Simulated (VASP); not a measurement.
The system is Mg.

```
CELL_PARAMETERS angstrom
3.09483 0.00000 0.00000
-1.54742 2.68020 0.00000
0.00000 0.00000 14.99810
ATOMIC_POSITIONS crystal
Mg 0.00000 0.00000 0.00000
```

This isn't the form of Mg at room conditions, which is hcp.

This cell differs from its parent crystal: atoms taken out.

* Program: VASP 6.6.1
* Task: relaxation of cell and atoms
* Functional: PBE
* Potentials or basis: VASP PAW PBE potentials, release 64 (Mg)
* Cutoff: 600 eV
* k mesh: 12 × 12 × 4
* Occupations: gaussian, width 0.1 eV
* Spin: no spin polarisation

At the start: pressure -0.2 GPa; volume 124.41 Å³/atom.

Problem. Where does the relaxation end?

Solution. Over 3 steps the energy falls by 4.8 meV/atom and the volume is 120.24 Å³/atom (-3.4 %); space group P6/mmm (No. 191, to 0.1 Å) before and after.

The path:
```csv
step,energy change (eV),largest force (eV/Å),pressure (GPa),volume (Å³)
1,0.0000,0.0000,-0.23,124.41
2,-0.0045,0.0000,-0.06,121.15
3,-0.0048,0.0000,0.00,120.24
```

Final structure:
```cif
data_structure
_symmetry_space_group_name_H-M 'P 1'
_symmetry_Int_Tables_number 1
_cell_length_a 3.0425
_cell_length_b 3.0425
_cell_length_c 14.9981
_cell_angle_alpha 90.000
_cell_angle_beta 90.000
_cell_angle_gamma 120.000
_cell_volume 120.24
loop_
_atom_site_label
_atom_site_type_symbol
_atom_site_fract_x
_atom_site_fract_y
_atom_site_fract_z
_atom_site_occupancy
Mg1 Mg 0.00000 0.00000 0.00000 1
```

Caveat: the cell differs from its parent crystal (atoms taken out).
